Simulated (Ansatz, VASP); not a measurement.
**Cu3N: VASP beside Ansatz**

Contents of INCAR:

```
SYSTEM = Cu3N
ALGO = Normal
EDIFF = 1E-6
ENCUT = 600
GGA = PE
GGA_COMPAT = .FALSE.
ISIF = 2
ISMEAR = 0
LASPH = .TRUE.
LCHARG = .TRUE.
LELF = .TRUE.
LREAL = .FALSE.
LVHAR = .TRUE.
LWAVE = .FALSE.
NBANDS = 27
NELM = 120
PREC = Accurate
SIGMA = 0.01
```

KPOINTS

```
k-points
0
G
  6 6 6
  0 0 0
```

POSCAR

```
Cu3N
1.0
    3.8070000000      0.0000000000      0.0000000000
    0.0000000000      3.8070000000      0.0000000000
    0.0000000000      0.0000000000      3.8070000000
Cu N
3 1
Direct
    0.5000000000      0.0000000000      0.0000000000
    0.0000000000      0.5000000000      0.0000000000
    0.0000000000      0.0000000000      0.5000000000
    0.0000000000      0.0000000000      0.0000000000
```

Input for Ansatz:

```yaml
crystal:
  lattice:
    - [3.807, 0.0, 0.0]
    - [0.0, 3.807, 0.0]
    - [0.0, 0.0, 3.807]
  atoms:
    - { symbol: Cu, position: [0.5, 0.0, 0.0] }
    - { symbol: Cu, position: [0.0, 0.5, 0.0] }
    - { symbol: Cu, position: [0.0, 0.0, 0.5] }
    - { symbol: "N", position: [0.0, 0.0, 0.0] }
basis:
  ecutwfc: 510.0
kpoints:
  mp_grid:
    grid: [6, 6, 6]
hamiltonian:
  xc: pbe
scf:
  occupations:
    method: fixed
output:
  stress: true
  eigenvalues: true
```

Alike in both runs: task single point; functional PBE; k mesh 6 × 6 × 6; no spin polarisation.

|  | VASP | Ansatz |
| --- | --- | --- |
| version | VASP 6.6.1 | Ansatz 0.2.0 |
| potentials or method | VASP PAW PBE potentials, release 64 (Cu, N), cutoff 600 eV | plane waves, PAW |
| occupations | gaussian, width 0.01 eV | fixed |
| valence electrons in the cell | 38 | 62 |

|  | VASP | Ansatz | Ansatz less VASP |
| --- | --- | --- | --- |
| gap on the k mesh at the Fermi level (eV) | 0.19 | 0.16 | -0.023 |
| pressure (GPa) | 2.8 | 2.1 | -0.72 |

VASP's potentials hold 38 valence electrons a cell and Ansatz's 62, so a difference there can come from the potentials and not from the codes.
